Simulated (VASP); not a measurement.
# Br in VASP: single point with PBEsol

Aim: the single point of Br with PBEsol.

Program: VASP 6.6.1. These are calculated values, not measurements. Logs are shortened: lines on timing, memory, paths and dates and some standing lists are left out, and cuts for length are marked.

## (1) The cell of the first run

The typed cell holds 1 atom: a = 3.019 Å, b = 3.019 Å, c = 3.019 Å, α = 90.01°, β = 90.01°, γ = 90.01°.

## (2) Single point, PBEsol

INCAR

```
SYSTEM = Br
PREC = Accurate
ENCUT = 520
EDIFF = 1E-7
ISMEAR = 0
SIGMA = 0.1
LREAL = .FALSE.
LASPH = .TRUE.
NELM = 80
ALGO = Normal
ISIF = 2
LWAVE = .FALSE.
LCHARG = .TRUE.
GGA = PS
LELF = .TRUE.
LVHAR = .TRUE.
NBANDS = 10
```

KPOINTS

```
Automatic mesh
0
G
  18 18 18
  0 0 0
```

POSCAR

```
Br
1.0
    2.1348350234      1.2325475754      1.7427982871
   -2.1348350234      1.2325475754      1.7427982871
    0.0000000000     -2.4650951509      1.7427982871
Br
1
Direct
    0.5000000000      0.5000000000      0.5000000000
```

Potentials or basis: VASP PAW PBE potentials, release 64 (Br).

Run with:

```
> cat potpaw_PBE.64/Br/POTCAR > POTCAR
> mpirun -np 1 vasp_std > vasp.out
```

OUTCAR:

```text
SYSTEM = Br
   PREC = Accurate
   ENCUT = 520
   EDIFF = 1E-7
   ISMEAR = 0
   LREAL = .FALSE.
   LASPH = .TRUE.
   NELM = 80
   ISIF = 2
   GGA = PS

 ion  position               nearest neighbor table
   1  0.500  0.500  0.500-

  LATTYP: Found a trigonal (rhomboedric) cell.
 ALAT       =     3.0189468316
 COS(alpha) =    -0.0001098505

  Lattice vectors:

 A1 = (   2.1348350234,   1.2325475754,   1.7427982871)
 A2 = (  -2.1348350234,   1.2325475754,   1.7427982871)
 A3 = (   0.0000000000,  -2.4650951509,   1.7427982871)

Analysis of symmetry for initial positions (statically):
=====================================================================
 Subroutine PRICEL returns:
 Original cell was already a primitive cell.

 Routine SETGRP: Setting up the symmetry group for a
 trigonal (rhombohedral) supercell.

 Subroutine GETGRP returns: Found 12 space group operations
 (whereof 12 operations were pure point group operations)
 out of a pool of 12 trial point group operations.

The static configuration has the point symmetry D_3d.

Analysis of symmetry for dynamics (positions and initial velocities):
=====================================================================
 Subroutine PRICEL returns:
 Original cell was already a primitive cell.

 Routine SETGRP: Setting up the symmetry group for a
 trigonal (rhombohedral) supercell.

 Subroutine GETGRP returns: Found 12 space group operations
 (whereof 12 operations were pure point group operations)
 out of a pool of 12 trial point group operations.

The dynamic configuration has the point symmetry D_3d.

 Subroutine INISYM returns: Found 12 space group operations
 (whereof 12 operations are pure point group operations),
 and found     1 'primitive' translations

----------------------------------------------------------------------------------------

                                     Primitive cell

  volume of cell :      27.5148

  direct lattice vectors                    reciprocal lattice vectors
     2.134835023  1.232547575  1.742798287     0.234210135  0.135221285  0.191263290
    -2.134835023  1.232547575  1.742798287    -0.234210135  0.135221285  0.191263290
     0.000000000 -2.465095151  1.742798287     0.000000000 -0.270442570  0.191263289

  length of vectors
     3.018946832  3.018946832  3.018946832     0.331241346  0.331241346  0.331241346

  position of ions in fractional coordinates (direct lattice)
     0.500000000  0.500000000  0.500000000

  ion indices of the primitive-cell ions
   primitive index   ion index
                 1           1

----------------------------------------------------------------------------------------

 KPOINTS: Automatic mesh

Automatic generation of k-mesh.
 Grid dimensions read from file:
 generate k-points for:   18   18   18

 Generating k-lattice:

  Cartesian coordinates                     Fractional coordinates (reciprocal lattice)
     0.013011674  0.007512294  0.010625738     0.055555556  0.000000000  0.000000000
    -0.013011674  0.007512294  0.010625738     0.000000000  0.055555556  0.000000000
     0.000000000 -0.015024587  0.010625738     0.000000000  0.000000000  0.055555556

  Length of vectors
     0.018402297  0.018402297  0.018402297

  Shift w.r.t. Gamma in fractional coordinates (k-lattice)
     0.000000000  0.000000000  0.000000000

 Subroutine IBZKPT returns following result:
 ===========================================

 Found    580 irreducible k-points:

 Following reciprocal coordinates:
            Coordinates               Weight
  0.000000  0.000000  0.000000      1.000000
  0.055556 -0.000000 -0.000000      6.000000
  0.111111 -0.000000 -0.000000      6.000000
  0.166667 -0.000000 -0.000000      6.000000
  0.222222  0.000000 -0.000000      6.000000
  0.277778 -0.000000 -0.000000      6.000000
[... 16 lines left out ...]
 -0.277778  0.055556  0.000000     12.000000
 -0.222222  0.055556  0.000000     12.000000
 [... further k-points ...]
   k-points           NKPTS =    580   k-points in BZ     NKDIM =    580   number of bands    NBANDS=     10
   number of dos      NEDOS =    301   number of ions     NIONS =      1
   total plane-waves  NPLWV =  13824
   dimension x,y,z NGX =    24 NGY =   24 NGZ =   24
   dimension x,y,z NGXF=    48 NGYF=   48 NGZF=   48
   ions per type =               1
   NGX,Y,Z   is equivalent  to a cutoff of  13.22, 13.22, 13.22 a.u.
   NGXF,Y,Z  is equivalent  to a cutoff of  26.43, 26.43, 26.43 a.u.
 SYSTEM =  Br
   PREC   = accura    normal or accurate (medium, high low for compatibility)
   ISTART =      0    job   : 0-new  1-cont  2-samecut
   ICHARG =      2    charge: 1-file 2-atom 10-const
   ISPIN  =      1    spin polarized calculation?
   LNONCOLLINEAR =      F non collinear calculations
   LSORBIT =      F    spin-orbit coupling
   LASPH  =      T    aspherical Exc in radial PAW
   ENCUT  =  520.0 eV  38.22 Ry    6.18 a.u.   5.61  5.61  5.61*2*pi/ulx,y,z
   NELM   =     80;   NELMIN=  2; NELMDL= -5     # of ELM steps
   EDIFF  = 0.1E-06   stopping-criterion for ELM
   LREAL  =      F    real-space projection
   EDIFFG = 0.1E-05   stopping-criterion for IOM
   NSW    =      0    number of steps for IOM
   IBRION =     -1    ionic relax: 0-MD 1-quasi-New 2-CG
   NFREE  =      0    steps in history (QN), initial steepest desc. (CG)
   ISIF   =      2    stress and relaxation
   ISYM   =      2    0-nonsym 1-usesym 2-fastsym
   POTIM  = 0.5000    time-step for ionic-motion
   TEBEG  =    0.0;   TEEND  =   0.0 temperature during run
   PSTRESS=    0.0 pullay stress
   NELECT =       7.0000    total number of electrons
   NUPDOWN=      -1.0000    fix difference up-down
   EMIN   =  10.00;   EMAX   =-10.00  energy-range for DOS
   EFERMI =   0.00;   METHOD = LEGACY
   ISMEAR =     0;   SIGMA  =   0.10  broadening in eV -4-tet -1-fermi 0-gaus
   EFERMI_NEDOS =   21; number of points for ismear=-14 and -15
   IALGO  =     38    algorithm
   IMIX   =      4    mixing-type and parameters
     AMIX     =   0.40;   BMIX     =  1.00
     AMIX_MAG =   1.60;   BMIX_MAG =  1.00
  volume/ion in A,a.u.               =      27.51       185.68
  Fermi-wavevector in a.u.,A,eV,Ry     =   1.037334  1.960277 14.640717  1.076062
  Thomas-Fermi vector in A             =   2.171767
   LORBIT       =      0    0 simple, 1 ext, 2 COOP (PROOUT), +10 PAW based schemes
   GGA     = PS    functional components
   LHFCALC =     F    Hartree Fock is set to
   AEXX    =    0.0000 exact exchange contribution
   IVDW    =     0    specifies the selected vdW correction
   LEPSILON=     F    determine dielectric tensor
   LRPA    =     F    only Hartree local field effects (RPA)
 non-spin polarized calculation
 Gauss-broadening in eV      SIGMA  =   0.10
  energy-cutoff  :      520.00
  volume of cell :       27.51
 maximum number of plane-waves:       768
   NGX = 11   NGY = 11   NGZ = 11

 number of electron       6.9999998 magnetization

 Free energy of the ion-electron system (eV)
  ---------------------------------------------------
  ext. energy  EPLUGINS =         0.00000000
  ---------------------------------------------------
  free energy    TOTEN  =        -1.47269242 eV

  energy without entropy =       -1.46748841  energy(sigma->0) =       -1.47009041

 E-fermi :   1.8099     XC(G=0):  -9.1419

 val. band max:        1.7814493901   @ k =  -0.2778  -0.3333   0.1111
 cond. band min:       1.8160589617   @ k =  -0.1111   0.1111   0.0000
 fundamental gap:      0.0346095715
 Fermi energy:         1.8099263774

 k-point     1 :       0.0000    0.0000    0.0000
  band No.  band energies     occupation
      1     -14.3336      2.00000
      2       1.6602      1.96581
      3       1.6607      1.96513
      4       1.6607      1.96513
      5       8.1437      0.00000
      6      10.4177      0.00000
      7      10.4177      0.00000
      8      22.0179      0.00000
      9      22.0186      0.00000
     10      22.0186      0.00000

 k-point     2 :       0.0556   -0.0000   -0.0000
  band No.  band energies     occupation
      1     -14.3069      2.00000
      2       1.3874      2.00000
      3       1.6803      1.93320
      4       1.6807      1.93241
      5       8.2986      0.00000
      6      10.4545      0.00000
      7      10.6633      0.00000
      8      21.2664      0.00000
      9      21.2666      0.00000
     10      22.0440      0.00000

 k-point     3 :       0.1111   -0.0000   -0.0000
  band No.  band energies     occupation
      1     -14.2287      2.00000
      2       0.6968      2.00000
      3       1.7385      1.68782
      4       1.7388      1.68529
      5       8.6340      0.00000
      6      10.5634      0.00000
      7      11.3885      0.00000
      8      20.1156      0.00000
      9      20.1158      0.00000
     10      21.9715      0.00000

 k-point     4 :       0.1667   -0.0000   -0.0000
  band No.  band energies     occupation
      1     -14.1043      2.00000
      2      -0.1873      2.00000
      3       1.8298      0.77909
      4       1.8301      0.77508
      5       9.0056      0.00000
      6      10.7400      0.00000
      7      12.4665      0.00000
      8      18.9852      0.00000
      9      18.9855      0.00000
     10      21.0031      0.00000

 k-point     5 :       0.2222    0.0000   -0.0000
  band No.  band energies     occupation
      1     -13.9435      2.00000
      2      -1.1060      2.00000
      3       1.9456      0.05499
      4       1.9460      0.05434
      5       9.4008      0.00000
      6      10.9755      0.00000
      7      13.6206      0.00000
      8      17.9523      0.00000
      9      17.9526      0.00000
     10      20.2727      0.00000

 k-point     6 :       0.2778   -0.0000   -0.0000
  band No.  band energies     occupation
      1     -13.7607      2.00000
      2      -1.9648      2.00000
      3       2.0740      0.00019
      4       2.0744      0.00018
      5       9.8396      0.00000
      6      11.2547      0.00000
      7      14.4402      0.00000
      8      17.0551      0.00000
      9      17.0555      0.00000
     10      20.1445      0.00000
[... 183 lines left out ...]
 k-point    21 :      -0.3889    0.0556    0.0000
  band No.  band energies     occupation
      1     -13.3891      2.00000
      2      -3.2405      2.00000
      3       2.0742      0.00019
      4       2.3255      0.00000
      5      10.9710      0.00000
      6      12.0113      0.00000
      7      13.7347      0.00000
      8      15.8131      0.00000
      9      15.9800      0.00000
     10      19.7377      0.00000

 k-point    22 :      -0.3333    0.0556    0.0000
  band No.  band energies     occupation
      1     -13.5503      2.00000
      2      -2.6735      2.00000
      3       1.9603      0.03344
      4       2.2189      0.00000
      5      10.4601      0.00000
      6      11.7330      0.00000
      7      14.2325      0.00000
      8      16.3562      0.00000
      9      16.3895      0.00000
     10      20.4296      0.00000

 k-point    23 :      -0.2778    0.0556    0.0000
  band No.  band energies     occupation
      1     -13.7346      2.00000
      2      -1.9374      2.00000
      3       1.8265      0.81421
      4       2.0932      0.00006
      5       9.9867      0.00000
      6      11.4385      0.00000
      7      14.3183      0.00000
      8      16.8020      0.00000
      9      17.0862      0.00000
     10      20.3198      0.00000

 k-point    24 :      -0.2222    0.0556    0.0000
  band No.  band energies     occupation
      1     -13.9172      2.00000
      2      -1.0800      2.00000
      3       1.6907      1.90827
      4       1.9651      0.02821
      5       9.5607      0.00000
      6      11.1633      0.00000
      7      13.6285      0.00000
      8      17.4491      0.00000
      9      17.9777      0.00000
     10      20.5955      0.00000

 [... further k-points ...]

------------------------ aborting loop because EDIFF is reached ----------------------------------------

  FORCE on cell =-STRESS in cart. coord.  units (eV):
  Direction    XX          YY          ZZ          XY          YZ          ZX
  --------------------------------------------------------------------------------------
  -------------------------------------------------------------------------------------
  Total        0.0048484      0.0048484      0.0050199      0.0000000     -0.0000000      0.0000000
  in kB        0.2823195      0.2823195      0.2923055      0.0000000     -0.0000000      0.0000000
  external PRESSURE =       0.2856482 kB  Pullay stress =       0.0000000 kB

 VOLUME and BASIS-vectors are now :
 -----------------------------------------------------------------------------
  energy-cutoff  :      520.00
  volume of cell :       27.51
      direct lattice vectors                 reciprocal lattice vectors
     2.134835023  1.232547575  1.742798287     0.234210135  0.135221285  0.191263290
    -2.134835023  1.232547575  1.742798287    -0.234210135  0.135221285  0.191263290
     0.000000000 -2.465095151  1.742798287     0.000000000 -0.270442570  0.191263289

 POSITION                                       TOTAL-FORCE (eV/Angst)
 -----------------------------------------------------------------------------------
      0.00000     -0.00000      2.61420        -0.000000      0.000000      0.000000
 -----------------------------------------------------------------------------------
    total drift:                                0.000000      0.000000     -0.000000

  FREE ENERGIE OF THE ION-ELECTRON SYSTEM (eV)
  ---------------------------------------------------
  free  energy   TOTEN  =        -1.4726924195 eV

  energy  without entropy=       -1.4674884080  energy(sigma->0) =       -1.47009041
```

Run time: 47 s. Hardware: 1 thread of AMD EPYC 9R45 (Zen 5), shared host; peak memory 0.23 GiB.

Results:

| Quantity | Value |
| --- | --- |
| Free energy | -1.4727 eV |
| Pressure | 0.0 GPa |
| Band gap on the k mesh | zero (an odd number of electrons rules out a gap without spin polarisation) |

Caveat: the PAW data sets were made with another functional, which shifts forces and pressure a little; an odd number of electrons without spin polarisation forces a metal; a magnetic or distorted state may lie lower.
